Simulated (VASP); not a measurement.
A run of VASP 6.6.1 is set up as follows.

Contents of POSCAR:

```
CaSn2O5
1.0
    2.0005687264     -5.4591543772      0.0000000000
    2.0005687264      5.4591543772      0.0000000000
    0.0000000000      0.0000000000     10.8637004700
Ca Sn O
2 4 10
Direct
    0.1926225200      0.8073774800      0.2500000000
    0.8073774800      0.1926225200      0.7500000000
    0.8681984200      0.1318015800      0.0628791400
    0.1318015800      0.8681984200      0.9371208600
    0.1318015800      0.8681984200      0.5628791400
    0.8681984200      0.1318015800      0.4371208600
    0.1984940200      0.8015059800      0.7500000000
    0.8015059800      0.1984940200      0.2500000000
    0.6943133000      0.3056867000      0.5531824900
    0.3056867000      0.6943133000      0.4468175100
    0.3056867000      0.6943133000      0.0531824900
    0.6943133000      0.3056867000      0.9468175100
    0.0474373200      0.9525626800      0.1092214900
    0.9525626800      0.0474373200      0.8907785100
    0.0474373200      0.9525626800      0.3907785100
    0.9525626800      0.0474373200      0.6092214900
```

INCAR.step1

```
PREC = Accurate ; ENCUT = 520
ISMEAR = -1 ; SIGMA = 0.02
LREAL = Auto ; LASPH = True
NELM = 100 ; NBANDS = 82
GGA = PE ; ALGO = Normal
EDIFF = 1E-4 ; LWAVE = True
LCHARG = False
```

File INCAR.step2:

```
PREC = Accurate ; ENCUT = 520
EDIFF = 1E-8 ; ISMEAR = -1
SIGMA = 0.02 ; LREAL = Auto
LASPH = True ; NELM = 100
ALGO = Normal ; ISIF = 2
LWAVE = False ; LCHARG = False
METAGGA = R2SCAN ; LMIXTAU = True
LEFG = True ; NBANDS = 82
ISTART = 1
```

Contents of KPOINTS:

```
regular mesh
0
Gamma
  6 6 2
```

Potentials or basis: VASP PAW PBE potentials, release 64 (Ca_sv, Sn_d, O).

The run is started by

```sh
$ cat potpaw_PBE.64/Ca_sv/POTCAR potpaw_PBE.64/Sn_d/POTCAR potpaw_PBE.64/O/POTCAR > POTCAR
$ cp INCAR.step1 INCAR
$ mpirun -np 1 vasp_std > vasp.out
$ cp INCAR.step2 INCAR
$ mpirun -np 1 vasp_std > vasp.out
```

(1) Predict the pressure.

(2) What does it give for the band gap on the k mesh?

Answers

(1) -4.7 GPa.

(2) 1.99 eV, indirect (least direct gap 2.04 eV).

Caveat: without QUAD_EFG the Cq values of the log hold for a quadrupole moment of 1 mb, not for the nuclei; the PAW data sets were made with another functional, which shifts forces and pressure a little; spin-orbit coupling is left out, which moves the levels of the heavy elements.
